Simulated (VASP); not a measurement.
WS2, 3 atoms in the cell. The structure is trigonal, space group R3m (No. 160). Conventional cell: a = 3.200 Å, b = 3.200 Å, c = 18.733 Å, α = 90.00°, β = 90.00°, γ = 120.00°. Within 3.2 Å of W (site symmetry 3m) lie 6 S at 2.42 to 2.45 Å and 6 W at 3.20 Å. Within 3.2 Å of S (site symmetry 3m) lie 3 W at 2.42 Å and 7 S at 3.17 to 3.20 Å. Within 3.2 Å of S (site symmetry 3m) lie 3 W at 2.45 Å and 7 S at 3.17 to 3.20 Å. 

| Item | Value |
| --- | --- |
| Program | VASP 6.6.1 |
| Task | electric field gradients |
| Functional | PBEsol |
| Potentials or basis | VASP PAW PBE potentials, release 64 (W_sv, S) |
| Cutoff | 520 eV |
| k mesh | 15 × 15 × 15 |
| Occupations | fermi-dirac, width 0.03 eV |
| Spin | no spin polarisation |
| Dipole correction | no |
| Further INCAR settings | ALGO = Normal; EDIFF = 1e-08; NBANDS = 20 |

Potentials or basis: VASP PAW PBE potentials, release 64 (W_sv, S).

The run is started by

```console
$ cat potpaw_PBE.64/W_sv/POTCAR potpaw_PBE.64/S/POTCAR > POTCAR
$ mpirun -np 1 vasp_std > vasp.out
```

Hardware: 1 thread of Intel(R) Xeon(R) 6975P-C (Granite Rapids) (shared host).

Question: Estimate the wall time of this run.

Answer: Run time: 9.3 min on 1 thread of Intel(R) Xeon(R) 6975P-C (Granite Rapids), on a shared host, peak memory 0.57 GiB. Counts: scf iterations 17, k points 344.
